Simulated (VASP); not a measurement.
# WSe (Pm-3m) in VASP: a series of runs, part 2 of 2

VASP 6.6.1. The steps go on from the part before.

## (4) Single point, PBE+U, collinear spin

This run uses another cell than the first one, of 22.34 Å³/atom.

Input file INCAR:

```
ALGO = Normal
EDIFF = 1E-6
ENCUT = 520
GGA = PE
ISIF = 2
ISMEAR = 0
ISPIN = 2
LASPH = True
LCHARG = False
LDAU = True
LDAUJ = 0 0
LDAUL = 2 -1
LDAUPRINT = 1
LDAUTYPE = 2
LDAUU = 6.2 0
LMAXMIX = 4
LORBIT = 11
LREAL = False
LWAVE = False
MAGMOM = 2.11 -0.38
NBANDS = 21
NELM = 150
PREC = Accurate
SIGMA = 0.1
```

Input file KPOINTS:

```
k-points
0
Gamma
  12 12 12
```

Input file POSCAR:

```
WSe
1.0
    3.5486714783      0.0000000000      0.0000000000
    0.0000000000      3.5486714783      0.0000000000
    0.0000000000      0.0000000000      3.5486714783
W Se
1 1
Direct
    0.0000000000      0.0000000000      0.0000000000
    0.5000000000      0.5000000000      0.5000000000
```

Potentials or basis: VASP PAW PBE potentials, release 64 (W_sv, Se).

On the command line:

```bash
$ cat potpaw_PBE.64/W_sv/POTCAR potpaw_PBE.64/Se/POTCAR > POTCAR
$ mpirun -np 1 vasp_std > vasp.out
```

OUTCAR:

```text
EDIFF = 1E-6
   ENCUT = 520
   GGA = PE
   ISIF = 2
   ISMEAR = 0
   ISPIN = 2
   LASPH = True
   LORBIT = 11
   LREAL = False
   NELM = 150
   PREC = Accurate

 ion  position               nearest neighbor table
   1  0.000  0.000  0.000-   2 3.07   2 3.07   2 3.07   2 3.07   2 3.07   2 3.07   2 3.07   2 3.07

   2  0.500  0.500  0.500-   1 3.07   1 3.07   1 3.07   1 3.07   1 3.07   1 3.07   1 3.07   1 3.07

  LATTYP: Found a simple cubic cell.
 ALAT       =     3.5486714783

  Lattice vectors:

 A1 = (   3.5486714783,   0.0000000000,   0.0000000000)
 A2 = (   0.0000000000,   3.5486714783,   0.0000000000)
 A3 = (   0.0000000000,   0.0000000000,   3.5486714783)

Analysis of symmetry for initial positions (statically):
=====================================================================
 Subroutine PRICEL returns:
 Original cell was already a primitive cell.

 Routine SETGRP: Setting up the symmetry group for a
 simple cubic supercell.

 Subroutine GETGRP returns: Found 48 space group operations
 (whereof 48 operations were pure point group operations)
 out of a pool of 48 trial point group operations.

The static configuration has the point symmetry O_h .

Analysis of symmetry for dynamics (positions and initial velocities):
=====================================================================
 Subroutine PRICEL returns:
 Original cell was already a primitive cell.

 Routine SETGRP: Setting up the symmetry group for a
 simple cubic supercell.

 Subroutine GETGRP returns: Found 48 space group operations
 (whereof 48 operations were pure point group operations)
 out of a pool of 48 trial point group operations.

The dynamic configuration has the point symmetry O_h .

Analysis of structural, dynamic, and magnetic symmetry:
=====================================================================
 Subroutine PRICEL returns:
 Original cell was already a primitive cell.

 Routine SETGRP: Setting up the symmetry group for a
 simple cubic supercell.

 Subroutine GETGRP returns: Found 48 space group operations
 (whereof 48 operations were pure point group operations)
 out of a pool of 48 trial point group operations.

The overall configuration has the point symmetry O_h .

 Subroutine INISYM returns: Found 48 space group operations
 (whereof 48 operations are pure point group operations),
 and found     1 'primitive' translations

----------------------------------------------------------------------------------------

                                     Primitive cell

  volume of cell :      44.6887

  direct lattice vectors                    reciprocal lattice vectors
     3.548671478  0.000000000  0.000000000     0.281795598  0.000000000  0.000000000
     0.000000000  3.548671478  0.000000000     0.000000000  0.281795598  0.000000000
     0.000000000  0.000000000  3.548671478     0.000000000  0.000000000  0.281795598

  length of vectors
[... 113 lines left out ...]
   AEXX    =    0.0000 exact exchange contribution
   IVDW    =     0    specifies the selected vdW correction
   LEPSILON=     F    determine dielectric tensor
   LRPA    =     F    only Hartree local field effects (RPA)
 spin polarized calculation
 Gauss-broadening in eV      SIGMA  =   0.10
  energy-cutoff  :      520.00
  volume of cell :       44.69
 maximum number of plane-waves:      1228
 NGX is ok and might be reduce to    28
   NGX = 13   NGY = 13   NGZ = 13

atom =   1  type =  1  l = 2

 onsite density matrix

spin component  1

  0.6716 -0.0000 -0.0000  0.0000 -0.0000
 -0.0000  0.6716 -0.0000  0.0000 -0.0000
 -0.0000 -0.0000  0.3606 -0.0000 -0.0000
  0.0000  0.0000 -0.0000  0.6716  0.0000
 -0.0000 -0.0000 -0.0000  0.0000  0.3606

spin component  2

  0.0449 -0.0000  0.0000 -0.0000 -0.0000
 -0.0000  0.0449  0.0000  0.0000 -0.0000
  0.0000  0.0000  0.1504 -0.0000 -0.0000
 -0.0000  0.0000 -0.0000  0.0449 -0.0000
 -0.0000 -0.0000 -0.0000 -0.0000  0.1504

 occupancies and eigenvectors

  o =  0.0449  v =  0.0000  0.0000  0.0000  0.0000  0.0000  1.0000  0.0000  0.0000  0.0000  0.0000      0.0000  0.0000  0.0000  0.0000  0.0000  0.0000  0.0000  0.0000  0.0000  0.0000
  o =  0.0449  v =  0.0000  0.0000  0.0000  0.0000  0.0000  0.0000  0.9919  0.0000 -0.1271  0.0000      0.0000  0.0000  0.0000  0.0000  0.0000  0.0000  0.0000  0.0000  0.0000  0.0000
  o =  0.0449  v =  0.0000  0.0000  0.0000  0.0000  0.0000  0.0000  0.1271  0.0000  0.9919  0.0000      0.0000  0.0000  0.0000  0.0000  0.0000  0.0000  0.0000  0.0000  0.0000  0.0000
  o =  0.1504  v =  0.0000  0.0000  0.0000  0.0000  0.0000  0.0000  0.0000 -0.9557  0.0000  0.2944      0.0000  0.0000  0.0000  0.0000  0.0000  0.0000  0.0000  0.0000  0.0000  0.0000
  o =  0.1504  v =  0.0000  0.0000  0.0000  0.0000  0.0000  0.0000 -0.0000 -0.2944  0.0000 -0.9557      0.0000  0.0000  0.0000  0.0000  0.0000  0.0000  0.0000  0.0000  0.0000  0.0000
  o =  0.3606  v =  0.0000 -0.0000 -0.9941  0.0000 -0.1082  0.0000  0.0000  0.0000  0.0000  0.0000      0.0000  0.0000  0.0000  0.0000  0.0000  0.0000  0.0000  0.0000  0.0000  0.0000
  o =  0.3606  v =  0.0000  0.0000 -0.1082  0.0000  0.9941  0.0000  0.0000  0.0000  0.0000  0.0000      0.0000  0.0000  0.0000  0.0000  0.0000  0.0000  0.0000  0.0000  0.0000  0.0000
  o =  0.6716  v =  1.0000  0.0000  0.0000  0.0000  0.0000  0.0000  0.0000  0.0000  0.0000  0.0000      0.0000  0.0000  0.0000  0.0000  0.0000  0.0000  0.0000  0.0000  0.0000  0.0000
  o =  0.6716  v =  0.0000  0.2164  0.0000  0.9763 -0.0000  0.0000  0.0000  0.0000  0.0000  0.0000      0.0000  0.0000  0.0000  0.0000  0.0000  0.0000  0.0000  0.0000  0.0000  0.0000
  o =  0.6716  v =  0.0000 -0.9763 -0.0000  0.2164 -0.0000  0.0000  0.0000  0.0000  0.0000  0.0000      0.0000  0.0000  0.0000  0.0000  0.0000  0.0000  0.0000  0.0000  0.0000  0.0000

 number of electron      19.9999997 magnetization       2.6264177

 Free energy of the ion-electron system (eV)
  ---------------------------------------------------
  ext. energy  EPLUGINS =         0.00000000
  ---------------------------------------------------
  free energy    TOTEN  =        -8.25534411 eV

  energy without entropy =       -8.24559707  energy(sigma->0) =       -8.25047059

 E-fermi :   6.8492     XC(G=0): -10.9121

 val. band max:        6.8420287385   @ k =   0.4167   0.3333   0.2500
 cond. band min:       6.8556000186   @ k =   0.3333   0.1667   0.0833
 fundamental gap:      0.0135712801
 Fermi energy:         6.8491804337

 spin component 1

 k-point     1 :       0.0000    0.0000    0.0000
  band No.  band energies     occupation
      1     -68.9934      1.00000
      2     -33.2633      1.00000
      3     -33.2633      1.00000
      4     -33.2633      1.00000
      5      -7.9409      1.00000
      6       3.9766      1.00000
[... 1145 lines left out ...]
     20      20.6554      0.00000
     21      21.7615      0.00000

 [... further k-points ...]

------------------------ aborting loop because EDIFF is reached ----------------------------------------

  FORCE on cell =-STRESS in cart. coord.  units (eV):
  Direction    XX          YY          ZZ          XY          YZ          ZX
  --------------------------------------------------------------------------------------
  -------------------------------------------------------------------------------------
  Total       -4.2803751     -4.2803751     -4.2803751      0.0000000      0.0000000     -0.0000000
  in kB     -153.4599397   -153.4599397   -153.4599397      0.0000000      0.0000000     -0.0000000
  external PRESSURE =    -153.4599397 kB  Pullay stress =       0.0000000 kB

 VOLUME and BASIS-vectors are now :
 -----------------------------------------------------------------------------
  energy-cutoff  :      520.00
  volume of cell :       44.69
      direct lattice vectors                 reciprocal lattice vectors
     3.548671478  0.000000000  0.000000000     0.281795598  0.000000000  0.000000000
     0.000000000  3.548671478  0.000000000     0.000000000  0.281795598  0.000000000
     0.000000000  0.000000000  3.548671478     0.000000000  0.000000000  0.281795598

 POSITION                                       TOTAL-FORCE (eV/Angst)
 -----------------------------------------------------------------------------------
      0.00000      0.00000      0.00000         0.000000      0.000000      0.000000
      1.77434      1.77434      1.77434         0.000000      0.000000      0.000000
 -----------------------------------------------------------------------------------
    total drift:                               -0.000000      0.000000     -0.000000

  FREE ENERGIE OF THE ION-ELECTRON SYSTEM (eV)
  ---------------------------------------------------
  free  energy   TOTEN  =        -8.2553441110 eV

  energy  without entropy=       -8.2455970685  energy(sigma->0) =       -8.25047059

 total charge

# of ion       s       p       d       tot
------------------------------------------
    1        2.285   6.089   3.136  11.510
    2        1.500   2.144   0.057   3.701
--------------------------------------------------
tot          3.786   8.233   3.192  15.210

 magnetization (x)

# of ion       s       p       d       tot
------------------------------------------
    1        0.049   0.041   2.279   2.368
    2        0.030  -0.286   0.017  -0.239
--------------------------------------------------
tot          0.079  -0.245   2.295   2.129
```

Wall time 71 s (1 thread of AMD EPYC 9R45 (Zen 5), shared host); peak memory 0.23 GiB.

Results:

| Quantity | Value |
| --- | --- |
| Free energy | -8.2553 eV |
| Pressure | -15.3 GPa |
| Net moment | 2.63 μB per cell |
| Site moments | W +2.37; Se -0.24 μB |
| Valence electrons inside the program's atomic spheres | W 11.51; Se 3.70 |

Eigenvalues of the final occupation matrices:
```
    site  spin  trace               eigenvalues
site 1 d     1   2.74  0.36 0.36 0.67 0.67 0.67
site 1 d     2   0.44  0.04 0.04 0.04 0.15 0.15
```

Caveat: the cell stands under tension; spin-orbit coupling is left out, which moves the levels of the heavy elements.

## (5) Summary

```csv
cell,gap on the mesh (eV),pressure (GPa),moment (μB)
"a = 3.451 Å, 2 atoms",none,-14.3,2.17
"a = 3.501 Å, 2 atoms",none,-15.9,2.29
"a = 3.549 Å, 2 atoms",none,-15.3,2.63
```

Alike in all rows: task single point; level PBE+U; potentials or basis VASP PAW PBE potentials, release 64 (W_sv, Se); spin collinear; W d U = 6.2 eV; k mesh 12 × 12 × 12; cutoff (eV) 520; smearing gaussian 0.1 eV.

Caveats: the cell stands under tension; spin-orbit coupling is left out, which moves the levels of the heavy elements.

Absolute energies hang on the potentials; compare differences alone.
